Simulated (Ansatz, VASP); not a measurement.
One calculation of WC, two programs

Contents of INCAR:

```
SYSTEM = WC
PREC = Accurate ; ENCUT = 520
EDIFF = 1E-7 ; ISMEAR = 0
SIGMA = 0.15 ; LREAL = .FALSE.
LASPH = .TRUE. ; NELM = 80
ALGO = Normal ; ISIF = 2
LWAVE = .FALSE. ; LCHARG = .FALSE.
GGA = PS ; NBANDS = 16
```

KPOINTS

```
regular mesh
0
G
  6 6 6
  0 0 0
```

The input POSCAR:

```
WC
1.0
    2.9005014360      0.0000000000      0.0000000000
   -1.4502507180      2.5119079273      0.0000000000
    0.0000000000      0.0000000000      2.8290000000
W C
1 1
Direct
    0.0000000000      0.0000000000      0.0795334040
    0.6666666667      0.3333333333      0.5000000000
```

Input for Ansatz:

```yaml
crystal:
  lattice:
    - [2.900501436, 0.0, 0.0]
    - [-1.450250718, 2.5119079273, 0.0]
    - [0.0, 0.0, 2.829]
  atoms:
    - { symbol: W, position: [0.0, 0.0, 0.079533404] }
    - { symbol: C, position: [0.6666666667, 0.3333333333, 0.5] }
basis:
  ecutwfc: 420
kpoints:
  mp_grid: { grid: [6, 6, 6] }
hamiltonian:
  xc: pbesol
scf:
  occupations: { method: gaussian, width: 0.15 }
output:
  forces: true
  stress: true
  eigenvalues: true
```

Change from the starting cell: all W atoms moved +0.225 Å, as atom 1 along Cartesian [0 0 1].

Alike in both runs: task single point; functional PBEsol; k mesh 6 × 6 × 6; occupations gaussian, width 0.15 eV; no spin polarisation.

|  | VASP | Ansatz |
| --- | --- | --- |
| version | VASP 6.6.1 | Ansatz 0.2.0 |
| potentials or method | VASP PAW PBE potentials, release 64 (W_sv, C), cutoff 520 eV | scalar-relativistic, plane waves, PAW |
| valence electrons in the cell | 18 | 18 |

Ansatz gave:

- gap on the k mesh at the Fermi level (eV): none
- pressure (GPa): 10.5
- traceless stress, the component that is largest in VASP (GPa): 1.73
- rms of the force components (eV/Å): 2.046

Task: Which values does VASP return?

Result: gap on the k mesh at the Fermi level (eV): none; pressure (GPa): 12.0; traceless stress, the component that is largest in VASP (GPa): 1.88; rms of the force components (eV/Å): 2.068.

VASP's potentials were made for PBE, not for PBEsol. Atom by atom the forces differ by 0.022 eV/Å (rms over components). A gap of «none» marks a metal or a gap that the smearing closes. The functional is the same, so the differences come from potentials, cutoffs and numerics.

The k mesh is coarse, so the values compare programs but aren't converged. Spin-orbit coupling is off throughout.
